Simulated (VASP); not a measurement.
# Ta3N (P-3m1) in VASP: a series of runs, part 2 of 2

VASP 6.6.1.

### Step 3. Single point, LDA

INCAR

```
PREC = Accurate
ENCUT = 600
EDIFF = 1E-6
ISMEAR = -1
SIGMA = 0.2
LREAL = False
LASPH = True
NELM = 120
ALGO = Normal
ISIF = 2
LWAVE = False
LCHARG = True
LELF = True
LVHAR = True
NBANDS = 27
GGA_COMPAT = False
```

KPOINTS

```
Automatic mesh
0
Gamma
  5 5 2
```

POSCAR

```
Ta3N
1.0
    3.0322240000      0.0000000000      0.0000000000
   -1.5161120000      2.6259830000      0.0000000000
    0.0000000000      0.0000000000      7.5241370000
Ta N
3 1
Direct
    0.0000000000      0.0000000000      0.5000000000
    0.3333333333      0.6666666667      0.1739300000
    0.6666666667      0.3333333333      0.8260700000
    0.0000000000      0.0000000000      0.0000000000
```

Potentials or basis: VASP PAW LDA potentials, release 64 (Ta_pv, N).

The run is started by

```
$ cat potpaw_LDA.64/Ta_pv/POTCAR potpaw_LDA.64/N/POTCAR > POTCAR
$ mpirun -np 1 vasp_std > vasp.out
```

OUTCAR:

```text
PREC = Accurate
   ENCUT = 600
   EDIFF = 1E-6
   ISMEAR = -1
   LREAL = False
   LASPH = True
   NELM = 120
   ISIF = 2

 ion  position               nearest neighbor table
   1  0.000  0.000  0.500-   2 3.01   3 3.01   3 3.01   2 3.01   3 3.01   2 3.01
   2  0.333  0.667  0.174-   4 2.19   4 2.19   4 2.19   1 3.01   1 3.01   1 3.01   3 3.15   3 3.15
                             3 3.15
   3  0.667  0.333  0.826-   4 2.19   4 2.19   4 2.19   1 3.01   1 3.01   1 3.01   2 3.15   2 3.15
                             2 3.15
   4  0.000  0.000  0.000-   2 2.19   3 2.19   3 2.19   2 2.19   3 2.19   2 2.19

  LATTYP: Found a hexagonal cell.
 ALAT       =     3.0322240000
 C/A-ratio  =     2.4813922059

  Lattice vectors:

 A1 = (   3.0322240000,   0.0000000000,   0.0000000000)
 A2 = (  -1.5161120000,   2.6259830000,   0.0000000000)
 A3 = (   0.0000000000,   0.0000000000,   7.5241370000)

Analysis of symmetry for initial positions (statically):
=====================================================================
 Subroutine PRICEL returns:
 Original cell was already a primitive cell.

 Routine SETGRP: Setting up the symmetry group for a
 hexagonal supercell.

 Subroutine GETGRP returns: Found 12 space group operations
 (whereof 12 operations were pure point group operations)
 out of a pool of 24 trial point group operations.

The static configuration has the point symmetry D_3d.

Analysis of symmetry for dynamics (positions and initial velocities):
=====================================================================
 Subroutine PRICEL returns:
 Original cell was already a primitive cell.

 Routine SETGRP: Setting up the symmetry group for a
 hexagonal supercell.

 Subroutine GETGRP returns: Found 12 space group operations
 (whereof 12 operations were pure point group operations)
 out of a pool of 24 trial point group operations.

The dynamic configuration has the point symmetry D_3d.

 Subroutine INISYM returns: Found 12 space group operations
 (whereof 12 operations are pure point group operations),
 and found     1 'primitive' translations

----------------------------------------------------------------------------------------

                                     Primitive cell

  volume of cell :      59.9115

  direct lattice vectors                    reciprocal lattice vectors
     3.032224000  0.000000000  0.000000000     0.329790939  0.190404888  0.000000000
    -1.516112000  2.625983000  0.000000000     0.000000000  0.380809777  0.000000000
     0.000000000  0.000000000  7.524137000     0.000000000  0.000000000  0.132905608

  length of vectors
     3.032224000  3.032223988  7.524137000     0.380809775  0.380809777  0.132905608

  position of ions in fractional coordinates (direct lattice)
     0.000000000  0.000000000  0.500000000
     0.333333333  0.666666667  0.173930000
     0.666666667  0.333333333  0.826070000
     0.000000000  0.000000000  0.000000000

  ion indices of the primitive-cell ions
   primitive index   ion index
                 1           1
                 2           2
                 3           3
                 4           4

----------------------------------------------------------------------------------------

 KPOINTS: Automatic mesh

Automatic generation of k-mesh.
 Grid dimensions read from file:
 generate k-points for:    5    5    2

 Generating k-lattice:

  Cartesian coordinates                     Fractional coordinates (reciprocal lattice)
     0.065958188  0.038080978  0.000000000     0.200000000  0.000000000  0.000000000
     0.000000000  0.076161955  0.000000000     0.000000000  0.200000000  0.000000000
     0.000000000  0.000000000  0.066452804     0.000000000  0.000000000  0.500000000

  Length of vectors
     0.076161955  0.076161955  0.066452804

  Shift w.r.t. Gamma in fractional coordinates (k-lattice)
     0.000000000  0.000000000  0.000000000

 Subroutine IBZKPT returns following result:
 ===========================================

 Found     10 irreducible k-points:

 Following reciprocal coordinates:
            Coordinates               Weight
  0.000000  0.000000  0.000000      1.000000
  0.200000  0.000000  0.000000      6.000000
  0.400000 -0.000000  0.000000      6.000000
  0.200000  0.200000  0.000000      6.000000
  0.400000  0.200000  0.000000      6.000000
  0.000000  0.000000  0.500000      1.000000
  0.200000  0.000000  0.500000      6.000000
  0.400000 -0.000000  0.500000      6.000000
  0.200000  0.200000  0.500000      6.000000
  0.400000  0.200000  0.500000      6.000000
   k-points           NKPTS =     10   k-points in BZ     NKDIM =     10   number of bands    NBANDS=     27
   number of dos      NEDOS =    301   number of ions     NIONS =      4
   total plane-waves  NPLWV =  34560
   dimension x,y,z NGX =    24 NGY =   24 NGZ =   60
   dimension x,y,z NGXF=    48 NGYF=   48 NGZF=  120
   ions per type =               3   1
   NGX,Y,Z   is equivalent  to a cutoff of  13.16, 13.16, 13.26 a.u.
   NGXF,Y,Z  is equivalent  to a cutoff of  26.32, 26.32, 26.51 a.u.
 SYSTEM =  unknown system
   PREC   = accura    normal or accurate (medium, high low for compatibility)
   ISTART =      0    job   : 0-new  1-cont  2-samecut
   ICHARG =      2    charge: 1-file 2-atom 10-const
   ISPIN  =      1    spin polarized calculation?
   LNONCOLLINEAR =      F non collinear calculations
   LSORBIT =      F    spin-orbit coupling
   LASPH  =      T    aspherical Exc in radial PAW
   ENCUT  =  600.0 eV  44.10 Ry    6.64 a.u.   6.06  6.06 15.03*2*pi/ulx,y,z
   NELM   =    120;   NELMIN=  2; NELMDL= -5     # of ELM steps
   EDIFF  = 0.1E-05   stopping-criterion for ELM
   LREAL  =      F    real-space projection
   EDIFFG = 0.1E-04   stopping-criterion for IOM
   NSW    =      0    number of steps for IOM
   IBRION =     -1    ionic relax: 0-MD 1-quasi-New 2-CG
   NFREE  =      0    steps in history (QN), initial steepest desc. (CG)
   ISIF   =      2    stress and relaxation
   ISYM   =      2    0-nonsym 1-usesym 2-fastsym
   POTIM  = 0.5000    time-step for ionic-motion
   TEBEG  =    0.0;   TEEND  =   0.0 temperature during run
   PSTRESS=    0.0 pullay stress
   NELECT =      38.0000    total number of electrons
   NUPDOWN=      -1.0000    fix difference up-down
   EMIN   =  10.00;   EMAX   =-10.00  energy-range for DOS
   EFERMI =   0.00;   METHOD = LEGACY
   ISMEAR =    -1;   SIGMA  =   0.20  broadening in eV -4-tet -1-fermi 0-gaus
   EFERMI_NEDOS =   21; number of points for ismear=-14 and -15
   IALGO  =     38    algorithm
   IMIX   =      4    mixing-type and parameters
     AMIX     =   0.40;   BMIX     =  1.00
     AMIX_MAG =   1.60;   BMIX_MAG =  1.00
  volume/ion in A,a.u.               =      14.98       101.08
  Fermi-wavevector in a.u.,A,eV,Ry     =   1.406585  2.658061 26.918884  1.978482
  Thomas-Fermi vector in A             =   2.528931
   LORBIT       =      0    0 simple, 1 ext, 2 COOP (PROOUT), +10 PAW based schemes
   GGA     = CA    functional components
   LHFCALC =     F    Hartree Fock is set to
   AEXX    =    0.0000 exact exchange contribution
   IVDW    =     0    specifies the selected vdW correction
   LEPSILON=     F    determine dielectric tensor
   LRPA    =     F    only Hartree local field effects (RPA)
 non-spin polarized calculation
  energy-cutoff  :      600.00
  volume of cell :       59.91
 maximum number of plane-waves:      2028
   NGX = 13   NGY = 13   NGZ = 31

 number of electron      37.9999997 magnetization

 Free energy of the ion-electron system (eV)
  ---------------------------------------------------
  ext. energy  EPLUGINS =         0.00000000
  ---------------------------------------------------
  free energy    TOTEN  =       -49.91887460 eV

  energy without entropy =      -49.50574413  energy(sigma->0) =      -49.71230936

 E-fermi :   6.5473     XC(G=0): -12.8805

 val. band max:        6.5150536545   @ k =   0.2000   0.2000   0.0000
 cond. band min:       6.5978852464   @ k =   0.4000  -0.0000   0.5000
 fundamental gap:      0.0828315919
 Fermi energy:         6.5473193359

 k-point     1 :       0.0000    0.0000    0.0000
  band No.  band energies     occupation
      1     -28.5055      2.00000
      2     -28.1974      2.00000
      3     -27.8838      2.00000
      4     -27.8838      2.00000
      5     -27.8535      2.00000
      6     -27.8535      2.00000
[... 289 lines left out ...]
     26      11.5332      0.00000
     27      12.0324      0.00000

------------------------ aborting loop because EDIFF is reached ----------------------------------------

  FORCE on cell =-STRESS in cart. coord.  units (eV):
  Direction    XX          YY          ZZ          XY          YZ          ZX
  --------------------------------------------------------------------------------------
  -------------------------------------------------------------------------------------
  Total       -5.0116319     -5.0116318     -3.0916752      0.0000000      0.0000000      0.0000000
  in kB     -134.0231619   -134.0231605    -82.6788748      0.0000000      0.0000000      0.0000000
  external PRESSURE =    -116.9083991 kB  Pullay stress =       0.0000000 kB

 VOLUME and BASIS-vectors are now :
 -----------------------------------------------------------------------------
  energy-cutoff  :      600.00
  volume of cell :       59.91
      direct lattice vectors                 reciprocal lattice vectors
     3.032224000  0.000000000  0.000000000     0.329790939  0.190404888  0.000000000
    -1.516112000  2.625983000  0.000000000     0.000000000  0.380809777  0.000000000
     0.000000000  0.000000000  7.524137000     0.000000000  0.000000000  0.132905608

 POSITION                                       TOTAL-FORCE (eV/Angst)
 -----------------------------------------------------------------------------------
      0.00000      0.00000      3.76207        -0.000000      0.000000     -0.000000
     -0.00000      1.75066      1.30867        -0.000000     -0.000000     -0.325285
      1.51611      0.87533      6.21546         0.000000      0.000000      0.325285
      0.00000      0.00000      0.00000        -0.000000      0.000000     -0.000000
 -----------------------------------------------------------------------------------
    total drift:                                0.000000     -0.000000      0.000000

  FREE ENERGIE OF THE ION-ELECTRON SYSTEM (eV)
  ---------------------------------------------------
  free  energy   TOTEN  =       -49.9188745991 eV

  energy  without entropy=      -49.5057441254  energy(sigma->0) =      -49.71230936
```

stdout:

```text
POSCAR found type information on POSCAR TaN
 POSCAR found :  2 types and       4 ions
 scaLAPACK will be used
 LDA part: xc-table for (Slater(with rela. corr.)+CA(PZ))
 , standard interpolation
 POSCAR, INCAR and KPOINTS ok, starting setup
 FFT: planning ... GRIDC
 FFT: planning ... GRID_SOFT
 FFT: planning ... GRID
 WAVECAR not read
 entering main loop
```

It took 10 s on 1 thread of Intel Xeon Platinum 8488C (Sapphire Rapids), shared host; peak memory 0.16 GiB.

What came out:

```
Free energy            : -49.9189 eV
Pressure               : -11.7 GPa
Largest force          : 0.325 eV/Å
Band gap on the k mesh : zero (bands 19 and 20 overlap by 0.40 eV)
```

Forces in eV/Å, atoms in the order of the input:
```
Ta   0.000  0.000  0.000
Ta   0.000  0.000 -0.325
Ta   0.000  0.000  0.325
N    0.000  0.000  0.000
```

Levels at points of the mesh, in eV from the Fermi level:
```csv
k point,band 17,band 18,band 19,band 20,band 21,band 22
"(0.00, 0.00, 0.00)",-0.57,-0.57,-0.36,0.25,0.25,0.88
"(0.00, 0.00, 0.50)",-1.16,-0.36,-0.36,0.54,0.54,1.16
```

Caveat: the k points lie up to 0.48 Å⁻¹ apart; spin-orbit coupling is left out, which moves the levels of the heavy elements.

The gap in the log of VASP goes by the Fermi energy; the results here count the filled bands.